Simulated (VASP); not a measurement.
# TeRu (F-43m) in VASP: single point with PBEsol+U

Aim: the single point of TeRu with PBEsol+U.

Everything below comes from runs of VASP 6.6.1. Logs are shortened: lines on timing, memory, paths and dates and some standing lists are left out, and cuts for length are marked.

## (1) The cell of the first run

It takes space group F-43m (No. 216, cubic). Conventional cell: a = 6.228 Å, b = 6.228 Å, c = 6.228 Å, α = 90.00°, β = 90.00°, γ = 90.00°. Ru (site symmetry -43m) has 4 Te at 2.70 Å within 3.6 Å. Te (site symmetry -43m) has 4 Ru at 2.70 Å within 3.6 Å.

## (2) Single point, PBEsol+U

Input file INCAR:

```
PREC     = Accurate       # precision mode
ENCUT    = 520            # plane-wave cutoff, eV
EDIFF    = 1E-6           # SCF threshold, eV
ISMEAR   = 0              # smearing method
SIGMA    = 0.05           # smearing width, eV
LREAL    = F              # projectors in reciprocal space
LASPH    = T              # aspherical terms in the spheres
NELM     = 150            # most SCF steps
ALGO     = Normal         # electronic algorithm
ISIF     = 2              # what is computed and relaxed
LWAVE    = F              # write WAVECAR
LCHARG   = T              # write CHGCAR
LMAXMIX  = 4              # l up to which the mixer works
LDAU     = T              # DFT+U
LDAUTYPE = 2            
LDAUL    = 2 -1           # shell
LDAUU    = 6 0            # U, eV
LDAUJ    = 0 0          
LDAUPRINT= 1            
GGA      = PS             # functional
LELF     = T              # ELF
LVHAR    = T            
NBANDS   = 17             # bands
```

Input file KPOINTS:

```
Automatic mesh
0
Gamma
  5 5 5
```

Input file POSCAR:

```
TeRu
1.0
    0.0000000000      3.1139297200      3.1139297200
    3.1139297200      0.0000000000      3.1139297200
    3.1139297200      3.1139297200      0.0000000000
Ru Te
1 1
Direct
    0.0000000000      0.0000000000      0.0000000000
    0.2500000000      0.2500000000      0.2500000000
```

Potentials or basis: VASP PAW PBE potentials, release 64 (Ru_pv, Te).

Started as:

```console
cat potpaw_PBE.64/Ru_pv/POTCAR potpaw_PBE.64/Te/POTCAR > POTCAR
mpirun -np 1 vasp_std > vasp.out
```

OUTCAR:

```text
PREC = Accurate
   ENCUT = 520
   EDIFF = 1E-6
   ISMEAR = 0
   LREAL = F
   LASPH = T
   NELM = 150
   ISIF = 2
   GGA = PS

 ion  position               nearest neighbor table
   1  0.000  0.000  0.000-   2 2.70   2 2.70   2 2.70   2 2.70
   2  0.250  0.250  0.250-   1 2.70   1 2.70   1 2.70   1 2.70

  LATTYP: Found a face centered cubic cell.
 ALAT       =     6.2278594400

  Lattice vectors:

 A1 = (   0.0000000000,   3.1139297200,   3.1139297200)
 A2 = (   3.1139297200,   0.0000000000,   3.1139297200)
 A3 = (   3.1139297200,   3.1139297200,   0.0000000000)

Analysis of symmetry for initial positions (statically):
=====================================================================
 Subroutine PRICEL returns:
 Original cell was already a primitive cell.

 Routine SETGRP: Setting up the symmetry group for a
 face centered cubic supercell.

 Subroutine GETGRP returns: Found 24 space group operations
 (whereof 24 operations were pure point group operations)
 out of a pool of 48 trial point group operations.

The static configuration has the point symmetry T_d .

Analysis of symmetry for dynamics (positions and initial velocities):
=====================================================================
 Subroutine PRICEL returns:
 Original cell was already a primitive cell.

 Routine SETGRP: Setting up the symmetry group for a
 face centered cubic supercell.

 Subroutine GETGRP returns: Found 24 space group operations
 (whereof 24 operations were pure point group operations)
 out of a pool of 48 trial point group operations.

The dynamic configuration has the point symmetry T_d .

 Subroutine INISYM returns: Found 24 space group operations
 (whereof 24 operations are pure point group operations),
 and found     1 'primitive' translations

----------------------------------------------------------------------------------------

                                     Primitive cell

  volume of cell :      60.3888

  direct lattice vectors                    reciprocal lattice vectors
     0.000000000  3.113929720  3.113929720    -0.160568813  0.160568813  0.160568813
[... 124 lines left out ...]
  0.0000  0.0000 -0.0000 -0.0000  0.8214

spin component  2

  0.4879  0.0000 -0.0000 -0.0000  0.0000
  0.0000  0.4879  0.0000  0.0000  0.0000
 -0.0000  0.0000  0.8214 -0.0000 -0.0000
 -0.0000  0.0000 -0.0000  0.4879 -0.0000
  0.0000  0.0000 -0.0000 -0.0000  0.8214

 occupancies and eigenvectors

  o =  0.4879  v =  1.0000  0.0000  0.0000  0.0000  0.0000  0.0000  0.0000  0.0000  0.0000  0.0000      0.0000  0.0000  0.0000  0.0000  0.0000  0.0000  0.0000  0.0000  0.0000  0.0000
  o =  0.4879  v =  0.0000  0.0000  0.0000  0.0000  0.0000  1.0000  0.0000  0.0000  0.0000  0.0000      0.0000  0.0000  0.0000  0.0000  0.0000  0.0000  0.0000  0.0000  0.0000  0.0000
  o =  0.4879  v =  0.0000  0.9950 -0.0000  0.0995 -0.0000  0.0000  0.0000  0.0000  0.0000  0.0000      0.0000  0.0000  0.0000  0.0000  0.0000  0.0000  0.0000  0.0000  0.0000  0.0000
  o =  0.4879  v =  0.0000  0.0000  0.0000  0.0000  0.0000  0.0000  0.9950 -0.0000  0.0995 -0.0000      0.0000  0.0000  0.0000  0.0000  0.0000  0.0000  0.0000  0.0000  0.0000  0.0000
  o =  0.4879  v =  0.0000 -0.0995 -0.0000  0.9950  0.0000  0.0000  0.0000  0.0000  0.0000  0.0000      0.0000  0.0000  0.0000  0.0000  0.0000  0.0000  0.0000  0.0000  0.0000  0.0000
  o =  0.4879  v =  0.0000  0.0000  0.0000  0.0000  0.0000  0.0000 -0.0995 -0.0000  0.9950  0.0000      0.0000  0.0000  0.0000  0.0000  0.0000  0.0000  0.0000  0.0000  0.0000  0.0000
  o =  0.8214  v =  0.0000 -0.0000 -0.9998 -0.0000  0.0207  0.0000  0.0000  0.0000  0.0000  0.0000      0.0000  0.0000  0.0000  0.0000  0.0000  0.0000  0.0000  0.0000  0.0000  0.0000
  o =  0.8214  v =  0.0000  0.0000  0.0000  0.0000  0.0000  0.0000 -0.0000 -0.9998 -0.0000  0.0207      0.0000  0.0000  0.0000  0.0000  0.0000  0.0000  0.0000  0.0000  0.0000  0.0000
  o =  0.8214  v =  0.0000  0.0000  0.0000  0.0000  0.0000  0.0000 -0.0000 -0.0207  0.0000 -0.9998      0.0000  0.0000  0.0000  0.0000  0.0000  0.0000  0.0000  0.0000  0.0000  0.0000
  o =  0.8214  v =  0.0000 -0.0000 -0.0207  0.0000 -0.9998  0.0000  0.0000  0.0000  0.0000  0.0000      0.0000  0.0000  0.0000  0.0000  0.0000  0.0000  0.0000  0.0000  0.0000  0.0000

 number of electron      20.0000002 magnetization

 Free energy of the ion-electron system (eV)
  ---------------------------------------------------
  ext. energy  EPLUGINS =         0.00000000
  ---------------------------------------------------
  free energy    TOTEN  =        -5.61765881 eV

  energy without entropy =       -5.61250744  energy(sigma->0) =       -5.61508313

 E-fermi :   4.9792     XC(G=0):  -9.4609

 val. band max:        4.9678959372   @ k =  -0.4000   0.4000   0.2000
 cond. band min:       5.1904918767   @ k =  -0.4000   0.4000   0.0000
 fundamental gap:      0.2225959395
 Fermi energy:         4.9791673485

 k-point     1 :       0.0000    0.0000    0.0000
  band No.  band energies     occupation
      1     -36.6881      2.00000
      2     -36.6881      2.00000
      3     -36.6881      2.00000
      4      -6.9937      2.00000
      5       1.5529      2.00000
      6       1.5529      2.00000
[... 177 lines left out ...]
      4      -6.2389      2.00000
      5       0.6375      2.00000
      6       1.2329      2.00000
[... 9 lines left out ...]
     16      13.7410      0.00000
     17      15.3600      0.00000

------------------------ aborting loop because EDIFF is reached ----------------------------------------

  FORCE on cell =-STRESS in cart. coord.  units (eV):
  Direction    XX          YY          ZZ          XY          YZ          ZX
  --------------------------------------------------------------------------------------
  -------------------------------------------------------------------------------------
  Total       -4.4619099     -4.4619099     -4.4619099     -0.0000000     -0.0000000      0.0000000
  in kB     -118.3790795   -118.3790795   -118.3790795     -0.0000000     -0.0000000      0.0000000
  external PRESSURE =    -118.3790795 kB  Pullay stress =       0.0000000 kB

 VOLUME and BASIS-vectors are now :
 -----------------------------------------------------------------------------
  energy-cutoff  :      520.00
  volume of cell :       60.39
      direct lattice vectors                 reciprocal lattice vectors
     0.000000000  3.113929720  3.113929720    -0.160568813  0.160568813  0.160568813
     3.113929720  0.000000000  3.113929720     0.160568813 -0.160568813  0.160568813
     3.113929720  3.113929720  0.000000000     0.160568813  0.160568813 -0.160568813

 POSITION                                       TOTAL-FORCE (eV/Angst)
 -----------------------------------------------------------------------------------
      0.00000      0.00000      0.00000         0.000000      0.000000      0.000000
      1.55696      1.55696      1.55696        -0.000000     -0.000000     -0.000000
 -----------------------------------------------------------------------------------
    total drift:                               -0.000000     -0.000000     -0.000000

  FREE ENERGIE OF THE ION-ELECTRON SYSTEM (eV)
  ---------------------------------------------------
  free  energy   TOTEN  =        -5.6176588092 eV

  energy  without entropy=       -5.6125074438  energy(sigma->0) =       -5.61508313
```

Wall time 30 s (1 thread of Intel Xeon 8259CL, shared host); peak memory 0.2 GiB.

Results:

```yaml
Free_energy: -5.6177 eV
Pressure: -11.8 GPa
Band_gap_on_the_k_mesh: zero (bands 10 and 11 overlap by 2.32 eV)
```

Eigenvalues of the final occupation matrices:
```
    site  spin  trace               eigenvalues
site 1 d     1   3.11  0.49 0.49 0.49 0.82 0.82
site 1 d     2   3.11  0.49 0.49 0.49 0.82 0.82
```

Caveat: the cell stands under tension; the PAW data sets were made with another functional, which shifts forces and pressure a little; spin-orbit coupling is left out, which moves the levels of the heavy elements; U without spin polarisation on a metal has little footing; the U is typed as a test and isn't derived for this compound.
